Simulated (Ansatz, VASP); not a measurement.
## I: VASP beside Ansatz

Contents of INCAR:

```
SYSTEM = I
PREC = Accurate
ENCUT = 520
EDIFF = 1E-6
ISMEAR = -1
SIGMA = 0.08
LREAL = .FALSE.
LASPH = .TRUE.
NELM = 80
ALGO = Normal
ISIF = 2
LWAVE = .FALSE.
LCHARG = .TRUE.
LELF = .TRUE.
LVHAR = .TRUE.
NBANDS = 10
```

KPOINTS

```
Automatic mesh
0
G
  13 13 13
  0 0 0
```

The input POSCAR:

```
I
1.0
   -1.8525291120      1.8525291120      1.8525291120
    1.8525291120     -1.8525291120      1.8525291120
    1.8525291120      1.8525291120     -1.8525291120
I
1
Direct
    0.0000000000      0.0000000000      0.0000000000
```

Input for Ansatz:

```yaml
crystal:
  lattice:
    - [-1.852529112, 1.852529112, 1.852529112]
    - [1.852529112, -1.852529112, 1.852529112]
    - [1.852529112, 1.852529112, -1.852529112]
  atoms:
    - { symbol: I, position: [0.0, 0.0, 0.0] }
kpoints:
  mp_grid: { grid: [13, 13, 13] }
scf:
  occupations: { method: fermi_dirac, width: 0.08 }
hamiltonian:
  xc: lda
  pseudopotentials: { kind: all_electron, lapw: { basis_error: 0.001 } }
output:
  forces: true
  stress: true
  eigenvalues: true
  populations: true
```

Change from the starting cell: volume scaled by 0.8, LAPW.

Alike in both runs: task single point; functional LDA; k mesh 13 × 13 × 13; occupations fermi-dirac, width 0.08 eV; no spin polarisation.

```csv
,VASP,Ansatz
version,VASP 6.6.1,Ansatz 0.2.0
potentials or method,"VASP PAW LDA potentials, release 64 (I), cutoff 520 eV","all-electron LAPW, scalar-relativistic"
```

|  | VASP | Ansatz | Ansatz less VASP |
| --- | --- | --- | --- |
| pressure (GPa) | 14.5 | 14.5 | +0.02 |

LDA's correlation is that of Perdew and Zunger in VASP and of Perdew and Wang (1992) in Ansatz. Ansatz ran all-electron here, and VASP with PAW potentials.

Spin-orbit coupling is off throughout.
